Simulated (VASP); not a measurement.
# TlBiW2O8 (P1) in VASP: a series of runs

Runs on TlBiW2O8. Level: LDA. Tasks: single point.

Program: VASP 6.6.1. These are calculated values, not measurements. Logs are shortened: lines on timing, memory, paths and dates and some standing lists are left out, and cuts for length are marked.

### Step 1. The cell of the first run

The typed cell holds 24 atoms: a = 7.837 Å, b = 7.837 Å, c = 7.627 Å, α = 117.18°, β = 117.18°, γ = 89.61°.

### Step 2. Single point, LDA

Contents of INCAR:

```
SYSTEM = TlBiW2O8
ALGO = Normal
EDIFF = 1E-6
ENCUT = 520
ISIF = 2
ISMEAR = -1
LASPH = .TRUE.
LCHARG = .FALSE.
LREAL = Auto
LWAVE = .FALSE.
NBANDS = 122
NELM = 100
PREC = Accurate
SIGMA = 0.05
```

Contents of KPOINTS:

```
k-points
0
G
  1 1 2
  0 0 0
```

Contents of POSCAR:

```
TlBiW2O8
1.0
    5.5609370000     -5.5227590000      0.0000000000
    5.5609370000      5.5227590000      0.0000000000
   -4.9096900000      0.0000000000      5.8364800000
Tl Bi W O
2 2 4 16
Direct
    0.7895990600      0.2541420538      0.7683740885
    0.2136406437      0.7511618355      0.2278770766
    0.2185996822      0.8056251164      0.7869640605
    0.8091087657      0.2298511881      0.2688949504
    0.3110875500      0.3096389987      0.7863472504
    0.6906026067      0.6887738106      0.2090815012
    0.6764822638      0.6778946014      0.6931403860
    0.2997696479      0.2895754677      0.2700600362
    0.3660965284      0.2658205613      0.5737533582
    0.6129627505      0.7112469595      0.4028455507
    0.7196468195      0.6267403574      0.9238616426
    0.2499053114      0.3760922408      0.0750623664
    0.6627958290      0.9139927399      0.8324195405
    0.3059919724      0.0256791795      0.1371374527
    0.0360976264      0.3018524783      0.6220187510
    0.9347398404      0.6798310167      0.3574414716
    0.3955475501      0.6171034789      0.9412179944
    0.5888004020      0.3787785633     -0.0077101267
    0.3664923819      0.5723315286      0.5285548824
    0.6225538127      0.3944975096      0.4669252700
    0.2788645610      0.0550452707      0.7162878996
    0.7379679873      0.9420869793      0.2730070179
    0.9267995676      0.7627692342      0.7620003838
    0.0448637799      0.2369054750      0.1886068315
```

Potentials or basis: VASP PAW LDA potentials, release 64 (Tl_d, Bi_d, W_sv, O).

Launch:

```sh
> cat potpaw_LDA.64/Tl_d/POTCAR potpaw_LDA.64/Bi_d/POTCAR potpaw_LDA.64/W_sv/POTCAR potpaw_LDA.64/O/POTCAR > POTCAR
> mpirun -np 1 vasp_std > vasp.out
```

OUTCAR:

```text
SYSTEM = TlBiW2O8
   EDIFF = 1E-6
   ENCUT = 520
   ISIF = 2
   ISMEAR = -1
   LASPH = .TRUE.
   LREAL = Auto
   NELM = 100
   PREC = Accurate

 ion  position               nearest neighbor table
   1  0.790  0.254  0.768-  18 2.69  15 2.73  11 2.76  20 2.78  24 2.97   9 2.97   7 3.66   4 3.80
                             4 3.84   2 3.95
   2  0.214  0.751  0.228-  12 2.69  14 2.73  10 2.87  16 2.93  17 2.94  19 3.01   3 3.59   8 3.80
                             1 3.95
   3  0.219  0.806  0.787-  14 2.17  23 2.22  21 2.35  17 2.36  16 2.66  19 2.71   2 3.59   8 3.67

   4  0.809  0.230  0.269-  24 2.20  15 2.23  22 2.34  20 2.51  13 2.75  18 2.77   1 3.80   1 3.84

   5  0.311  0.310  0.786-   9 1.75  21 1.80  18 1.90  15 1.92  17 2.09  12 2.29   6 3.27
   6  0.691  0.689  0.209-  16 1.74  10 1.78  22 1.81  18 2.10  17 2.12  11 2.12   5 3.27
   7  0.676  0.678  0.693-  13 1.69  23 1.82  11 1.86  20 1.98  19 2.11  10 2.18   8 3.29   1 3.66

   8  0.300  0.290  0.270-  24 1.79  12 1.79  14 1.85  19 2.04  20 2.18   9 2.23   7 3.29   3 3.67
                             2 3.80
   9  0.366  0.266  0.574-   5 1.75   8 2.23   1 2.97
  10  0.613  0.711  0.403-   6 1.78   7 2.18   2 2.87
  11  0.720  0.627  0.924-   7 1.86   6 2.12   1 2.76
  12  0.250  0.376  0.075-   8 1.79   5 2.29   2 2.69
  13  0.663  0.914  0.832-   7 1.69   4 2.75
  14  0.306  0.026  0.137-   8 1.85   3 2.17   2 2.73
  15  0.036  0.302  0.622-   5 1.92   4 2.23   1 2.73
  16  0.935  0.680  0.357-   6 1.74   3 2.66   2 2.93
  17  0.396  0.617  0.941-   5 2.09   6 2.12   3 2.36   2 2.94
  18  0.589  0.379  0.992-   5 1.90   6 2.10   1 2.69   4 2.77
  19  0.366  0.572  0.529-   8 2.04   7 2.11   3 2.71   2 3.01
  20  0.623  0.394  0.467-   7 1.98   8 2.18   4 2.51   1 2.78
  21  0.279  0.055  0.716-   5 1.80   3 2.35
  22  0.738  0.942  0.273-   6 1.81   4 2.34
  23  0.927  0.763  0.762-   7 1.82   3 2.22
  24  0.045  0.237  0.189-   8 1.79   4 2.20   1 2.97

  LATTYP: Found a base centered monoclinic cell.
 ALAT       =    11.1218740000
 B/A-ratio  =     0.9931346102
 C/A-ratio  =     0.6857564465
 COS(beta)  =    -0.6437336355

  Lattice vectors:

 A1 = (   5.5609370000,  -5.5227590000,   0.0000000000)
 A2 = (   5.5609370000,   5.5227590000,   0.0000000000)
 A3 = (  -4.9096900000,   0.0000000000,   5.8364800000)

Analysis of symmetry for initial positions (statically):
=====================================================================
 Subroutine PRICEL returns:
 Original cell was already a primitive cell.

 Routine SETGRP: Setting up the symmetry group for a
 base centered monoclinic supercell.

 Subroutine GETGRP returns: Found  1 space group operations
 (whereof  1 operations were pure point group operations)
 out of a pool of  4 trial point group operations.

The static configuration has the point symmetry C_1 .
[... 150 lines left out ...]
   EFERMI_NEDOS =   21; number of points for ismear=-14 and -15
   IALGO  =     38    algorithm
   IMIX   =      4    mixing-type and parameters
     AMIX     =   0.40;   BMIX     =  1.00
     AMIX_MAG =   1.60;   BMIX_MAG =  1.00
  volume/ion in A,a.u.               =      14.94       100.80
  Fermi-wavevector in a.u.,A,eV,Ry     =   1.365424  2.580278 25.366473  1.864383
  Thomas-Fermi vector in A             =   2.491654
   LORBIT       =      0    0 simple, 1 ext, 2 COOP (PROOUT), +10 PAW based schemes
   GGA     = CA    functional components
   LHFCALC =     F    Hartree Fock is set to
   AEXX    =    0.0000 exact exchange contribution
   IVDW    =     0    specifies the selected vdW correction
   LEPSILON=     F    determine dielectric tensor
   LRPA    =     F    only Hartree local field effects (RPA)
 non-spin polarized calculation
  energy-cutoff  :      520.00
  volume of cell :      358.50
 maximum number of plane-waves:      9700
 NGX is ok and might be reduce to    60
   NGX = 29   NGY = 29   NGZ = 29

 number of electron     208.0000009 magnetization

 Free energy of the ion-electron system (eV)
  ---------------------------------------------------
  ext. energy  EPLUGINS =         0.00000000
  ---------------------------------------------------
  free energy    TOTEN  =      -205.14577669 eV

  energy without entropy =     -205.14577669  energy(sigma->0) =     -205.14577669

 E-fermi :   4.2464     XC(G=0): -10.7636

 val. band max:        2.8669143496   @ k =   0.0000   0.0000   0.0000
 cond. band min:       5.6529247625   @ k =   0.0000   0.0000   0.5000
 fundamental gap:      2.7860104129
 Fermi energy:         4.2463778639

 k-point     1 :       0.0000    0.0000    0.0000
  band No.  band energies     occupation
      1     -71.3350      2.00000
      2     -70.8414      2.00000
      3     -70.6701      2.00000
      4     -70.6055      2.00000
      5     -35.9451      2.00000
      6     -35.9314      2.00000
[... 108 lines left out ...]
    115       7.1187      0.00000
    116       7.5668      0.00000

 k-point     2 :       0.0000    0.0000    0.5000
  band No.  band energies     occupation
      1     -71.3350      2.00000
      2     -70.8414      2.00000
      3     -70.6701      2.00000
      4     -70.6055      2.00000
      5     -35.9449      2.00000
      6     -35.9300      2.00000
[... 108 lines left out ...]
    115       7.2451      0.00000
    116       7.4229      0.00000
 [bands above 116 left out]

------------------------ aborting loop because EDIFF is reached ----------------------------------------

  FORCE on cell =-STRESS in cart. coord.  units (eV):
  Direction    XX          YY          ZZ          XY          YZ          ZX
  --------------------------------------------------------------------------------------
  -------------------------------------------------------------------------------------
  Total      -10.4928788     -3.0934730    -10.2997418     -0.4155216      3.6244213     -1.8552137
  in kB      -46.8943128    -13.8252137    -46.0311530     -1.8570310     16.1981045     -8.2912396
  external PRESSURE =     -35.5835599 kB  Pullay stress =       0.0000000 kB

 VOLUME and BASIS-vectors are now :
 -----------------------------------------------------------------------------
  energy-cutoff  :      520.00
  volume of cell :      358.50
      direct lattice vectors                 reciprocal lattice vectors
     5.560937000 -5.522759000  0.000000000     0.089912905 -0.090534459  0.075635398
     5.560937000  5.522759000  0.000000000     0.089912905  0.090534459  0.075635398
    -4.909690000  0.000000000  5.836480000     0.000000000  0.000000000  0.171336148

 POSITION                                       TOTAL-FORCE (eV/Angst)
 -----------------------------------------------------------------------------------
      2.03170     -2.95720      4.48460        -0.110987      0.216261     -0.210316
      4.24640      2.96860      1.33000        -0.263894     -0.183612      0.427937
      1.83190      3.24200      4.59310         0.188444     -0.856696     -1.207517
      4.45740     -3.19910      1.56940        -1.524552     -0.072953      0.420187
     -0.40890     -0.00800      4.58950        -0.254590      0.499462      0.081632
      6.64410     -0.01010      1.22030         0.800442      1.542972     -3.138208
[... 16 lines left out ...]
      5.65440     -0.90590      4.44740         0.469618     -1.357170      0.494864
      0.64090      1.06060      1.10080        -0.775975      0.286145     -0.017804
 -----------------------------------------------------------------------------------
    total drift:                                0.006415     -0.011826     -0.007776

  FREE ENERGIE OF THE ION-ELECTRON SYSTEM (eV)
  ---------------------------------------------------
  free  energy   TOTEN  =      -205.1457766950 eV

  energy  without entropy=     -205.1457766950  energy(sigma->0) =     -205.14577669
```

OSZICAR:

```text
N       E                     dE             d eps       ncg     rms          rms(c)
DAV:   1     0.256646175081E+04    0.25665E+04   -0.11279E+05   504   0.185E+03
DAV:   2     0.121525333970E+03   -0.24449E+04   -0.23472E+04   520   0.531E+02
DAV:   3    -0.226111422273E+03   -0.34764E+03   -0.33471E+03   530   0.198E+02
DAV:   4    -0.246653764727E+03   -0.20542E+02   -0.20208E+02   568   0.511E+01
DAV:   5    -0.247812737278E+03   -0.11590E+01   -0.11552E+01   680   0.118E+01    0.101E+02
DAV:   6    -0.208292430001E+03    0.39520E+02   -0.24493E+02   678   0.685E+01    0.260E+01
DAV:   7    -0.206121005021E+03    0.21714E+01   -0.40528E+01   568   0.233E+01    0.252E+01
DAV:   8    -0.205119858366E+03    0.10011E+01   -0.42224E+00   544   0.943E+00    0.161E+00
DAV:   9    -0.205150081596E+03   -0.30223E-01   -0.69036E-01   680   0.284E+00    0.968E-01
DAV:  10    -0.205146574517E+03    0.35071E-02   -0.58885E-02   640   0.103E+00    0.403E-01
DAV:  11    -0.205145841553E+03    0.73296E-03   -0.91507E-03   640   0.433E-01    0.231E-01
DAV:  12    -0.205145745423E+03    0.96129E-04   -0.23931E-03   656   0.246E-01    0.125E-01
DAV:  13    -0.205145772477E+03   -0.27054E-04   -0.55676E-04   648   0.991E-02    0.585E-02
DAV:  14    -0.205145774639E+03   -0.21619E-05   -0.92936E-05   664   0.435E-02    0.258E-02
DAV:  15    -0.205145777036E+03   -0.23963E-05   -0.30410E-05   640   0.235E-02    0.112E-02
DAV:  16    -0.205145776695E+03    0.34065E-06   -0.72617E-06   528   0.125E-02
   1 F= -.20514578E+03 E0= -.20514578E+03  d E =-.318787E-11
```

stdout:

```text
POSCAR found type information on POSCAR TlBiW O
 POSCAR found :  4 types and      24 ions
 scaLAPACK will be used
 LDA part: xc-table for (Slater(with rela. corr.)+CA(PZ))
 , standard interpolation
 POSCAR, INCAR and KPOINTS ok, starting setup
 FFT: planning ... GRIDC
 FFT: planning ... GRID_SOFT
 FFT: planning ... GRID
 WAVECAR not read
 entering main loop
```

It took 4.8 min on 1 thread of AMD EPYC 7R43 (Zen 3), shared host; peak memory 0.37 GiB.

What came out:

| Property | Result |
| --- | --- |
| Free energy | -205.1458 eV |
| Pressure | -3.6 GPa |
| Largest force | 5.077 eV/Å |
| Band gap on the k mesh | 2.79 eV (least direct gap 2.84 eV) |

Forces in eV/Å, atoms in the order of the input:
```
Tl  -0.111  0.216 -0.210
Tl  -0.264 -0.184  0.428
Bi   0.188 -0.857 -1.208
Bi  -1.525 -0.073  0.420
W   -0.255  0.499  0.082
W    0.800  1.543 -3.138
W   -2.145 -1.965 -0.652
W    0.557  0.888  3.932
O    1.214 -0.072 -2.462
O   -1.139  0.512  0.660
O    1.153 -0.540 -0.836
O    0.804 -1.094 -1.277
O    1.048  4.404  2.299
O    1.208  0.225  0.226
O    0.861 -0.022  0.011
O    0.244 -1.984  1.070
O   -1.360  0.498  0.028
O   -0.256 -0.286  2.401
O    0.807 -0.930 -0.597
O   -1.022 -0.526 -2.315
O   -1.280  0.125  0.308
O    0.777  0.693  0.354
O    0.470 -1.357  0.495
O   -0.776  0.286 -0.018
```

Caveat: the k points lie up to 0.80 Å⁻¹ apart; spin-orbit coupling is left out, which moves the levels of the heavy elements; forces of over 1 eV/Å act on the atoms, so gaps and moduli don't describe the material at rest. A k mesh can miss the band edges.

### Step 3. Single point, LDA

INCAR is that of step 2.

KPOINTS is that of step 2.

Contents of POSCAR:

```
TlBiW2O8
1.0
    5.5609370000     -5.5227590000      0.0000000000
    5.5609370000      5.5227590000      0.0000000000
   -4.9096900000      0.0000000000      5.8364800000
Tl Bi W O
2 2 4 16
Direct
    0.7794997588      0.2975305111      0.7818411097
    0.2257166223      0.7071245563      0.2144271890
    0.2198735669      0.8140693303      0.8031039257
    0.8139662566      0.2270675706      0.2837497944
    0.3255899066      0.2973069416      0.7932863644
    0.6710222387      0.6934385708      0.1794574812
    0.6712355414      0.6721589929      0.6687249849
    0.3087815641      0.3068441267      0.2956919239
    0.3694377419      0.2578992880      0.5639015297
    0.6261495422      0.7353159933      0.4172206535
    0.6975102263      0.6074465462      0.8841459236
    0.2631429756      0.3176990408      0.0553244421
    0.6623070196      0.9315021809      0.8589081090
    0.2868191858      0.0315663312      0.1274055595
    0.0753818478      0.3304536335      0.6439155107
    0.9214238092      0.6897280209      0.3408389988
    0.3846494089      0.6014070114      0.9555588300
    0.5808479465      0.3748277308      0.0221708975
    0.3598447328      0.5846599022      0.4772054389
    0.6192099882      0.3715077075      0.4232688196
    0.2332088461      0.0251244449      0.6906902791
    0.7137273451      0.9504206355      0.2398363397
    0.9234543466      0.6660467719      0.7321878941
    0.0426984547      0.2751004118      0.2025707276
```

Potentials or basis: VASP PAW LDA potentials, release 64 (Tl_d, Bi_d, W_sv, O).

Launch:

```sh
> cat potpaw_LDA.64/Tl_d/POTCAR potpaw_LDA.64/Bi_d/POTCAR potpaw_LDA.64/W_sv/POTCAR potpaw_LDA.64/O/POTCAR > POTCAR
> mpirun -np 1 vasp_std > vasp.out
```

Wall time 5 min (1 thread of AMD EPYC 7R43 (Zen 3), shared host); peak memory 0.36 GiB.

The run converged. Its results:

```
Free energy            : -204.5583 eV
Pressure               : -3.9 GPa
Largest force          : 5.463 eV/Å
Band gap on the k mesh : 2.43 eV
```

Forces in eV/Å, atoms in the order of the input:
```
Tl  -0.465 -1.260 -0.180
Tl  -0.026  0.853  0.139
Bi  -0.102 -0.344 -1.230
Bi   0.786  0.262 -0.134
W   -4.269  1.170 -3.202
W    1.378 -0.540  2.168
W    1.686  2.573  1.759
W   -2.506 -0.102 -0.534
O    0.570 -0.268  0.219
O   -0.075 -0.044 -0.746
O   -0.496  0.563  0.508
O    2.947  0.879 -2.095
O   -0.122 -2.534 -2.011
O   -0.369 -0.497  0.504
O   -0.479  0.328 -0.480
O   -0.246 -0.136 -0.772
O    0.039  0.105 -0.431
O    1.693 -1.363  2.112
O    0.475 -0.921  1.793
O   -1.664  1.847  0.524
O    1.845  0.656  0.929
O   -1.624 -0.963 -0.120
O    0.937  0.868  0.528
O    0.089 -1.131  0.752
```

Stress tensor (GPa, compression positive):
```
-2.83 -0.87 -0.17
-0.87 -3.84 -1.77
-0.17 -1.77 -4.88
```

Levels at points of the mesh, in eV from the valence-band top:
```csv
k point,band 102,band 103,band 104,band 105,band 106,band 107
"(0.00, 0.00, 0.00)",-0.29,-0.01,0.00,2.43,2.84,2.89
"(0.00, 0.00, 0.50)",-0.24,-0.16,-0.03,2.76,2.85,3.06
```

Caveat: the k points lie up to 0.80 Å⁻¹ apart; spin-orbit coupling is left out, which moves the levels of the heavy elements; forces of over 1 eV/Å act on the atoms, so gaps and moduli don't describe the material at rest. A k mesh can miss the band edges.

### Step 4. Single point, LDA

Contents of INCAR:

```
SYSTEM = TlBiW2O8
  PREC = Accurate
  ENCUT = 520
  EDIFF = 1E-6
  ISMEAR = -1
  SIGMA = 0.05
  LREAL = Auto
  LASPH = .TRUE.
  NELM = 80
  ALGO = Normal
  ISIF = 2
  LWAVE = .FALSE.
  LCHARG = .FALSE.
  GGA = CA
  NBANDS = 122
```

Contents of KPOINTS:

```
regular mesh
0
G
  1 1 2
  0 0 0
```

Contents of POSCAR:

```
TlBiW2O8
1.0
    5.5609370000     -5.5227590000      0.0000000000
    5.5609370000      5.5227590000      0.0000000000
   -4.9096900000      0.0000000000      5.8364800000
Tl Bi W O
2 2 4 16
Direct
    0.7734072039      0.3199925248      0.7922754811
    0.2301541912      0.6767063584      0.2069569329
    0.2172496332      0.7992594583      0.7962504797
    0.8057840242      0.2306186042      0.2920081967
    0.3090074284      0.2805977151      0.7795109381
    0.6736138242      0.6947807808      0.1680464938
    0.6844224289      0.7056255992      0.6756983661
    0.3063714594      0.3030941120      0.3013631504
    0.3804622546      0.2752249991      0.5817547563
    0.6116174303      0.6894046377      0.3782930808
    0.7310267154      0.6662583632      0.9142154175
    0.2872035056      0.3483142657      0.0792258347
    0.7072757510      0.9621483609      0.8216938977
    0.3164492316      0.0493363629      0.1275254948
    0.0529264198      0.2774699858      0.6070268381
    0.9176653603      0.6610363819      0.2856516256
    0.3744046672      0.5948379688      0.9435824332
    0.5702929955      0.4012289462      0.0193438511
    0.3906696069      0.5919820306      0.5301483086
    0.6301077432      0.3668878562      0.4452683809
    0.2821263001      0.0252800390      0.7122786337
    0.7017964071      0.9452073544      0.2741892373
    0.9297915136      0.7315572615      0.7566375624
    0.0753183635      0.2483659291      0.2463471133
```

Launch:

```sh
> cat potpaw_LDA.64/Tl_d/POTCAR potpaw_LDA.64/Bi_d/POTCAR potpaw_LDA.64/W_sv/POTCAR potpaw_LDA.64/O/POTCAR > POTCAR
> mpirun -np 1 vasp_std > vasp.out
```

It took 5.1 min on 1 thread of AMD EPYC 7R43 (Zen 3), shared host; peak memory 0.36 GiB.

It converged, with:

- Free energy: -204.2607 eV
- Pressure: 2.8 GPa
- Largest force: 6.628 eV/Å
- Band gap on the k mesh: 2.46 eV

Forces in eV/Å, atoms in the order of the input:
```
Tl  -0.380 -0.777 -0.163
Tl   0.324  1.282  0.276
Bi   0.284 -0.818 -0.216
Bi  -1.190  0.669 -0.504
W   -0.126 -0.694  1.218
W   -2.454 -3.029 -0.759
W   -1.805  3.069 -1.741
W    4.498 -4.342  2.200
O    0.188 -0.769 -0.412
O    0.388  0.332  0.688
O   -1.558  0.662  0.366
O    0.061  0.996 -1.355
O   -0.618  0.860  0.237
O   -0.816 -0.864 -0.186
O   -0.397  1.262  0.082
O   -0.400 -0.319  1.000
O    0.776  1.623 -0.918
O    0.009 -2.974 -0.174
O   -0.182 -0.176 -0.491
O   -0.153  1.065  0.424
O    0.231  0.449  0.152
O    3.327  3.183  1.141
O    3.288 -4.028  0.943
O   -3.294  3.338 -1.807
```

Stress tensor (GPa, compression positive):
```
 3.13 -1.77  2.22
-1.77  6.94 -2.03
 2.22 -2.03 -1.65
```

Levels at points of the mesh, in eV from the valence-band top:
```
           k point  band 101  band 102  band 103  band 104  band 105  band 106  band 107  band 108
(0.00, 0.00, 0.00)     -0.78     -0.58     -0.39      0.00      2.46      2.51      2.89      3.04
(0.00, 0.00, 0.50)     -0.79     -0.62     -0.46     -0.14      2.51      2.67      2.91      2.99
```

Caveat: the k points lie up to 0.80 Å⁻¹ apart; spin-orbit coupling is left out, which moves the levels of the heavy elements; forces of over 1 eV/Å act on the atoms, so gaps and moduli don't describe the material at rest.

### Step 5. Summary

```tsv
cell	gap on the mesh (eV)	pressure (GPa)	largest force (eV/Å)
as given, atomic positions A	2.79	-3.6	5.08
as given, atomic positions B	2.43	-3.9	5.46
as given, atomic positions C	2.46	2.8	6.63
```

Alike in all rows: task single point; level LDA; potentials or basis VASP PAW LDA potentials, release 64 (Tl_d, Bi_d, W_sv, O); no spin polarisation; k mesh 1 × 1 × 2; cutoff (eV) 520; smearing fermi-dirac 0.05 eV.

Caveats: all runs use coarse meshes; spin-orbit coupling is left out, which moves the levels of the heavy elements; forces of over 1 eV/Å act on the atoms, so gaps and moduli don't describe the material at rest.

Total energies depend on the potentials used, so only differences within one code and one set of settings carry meaning.
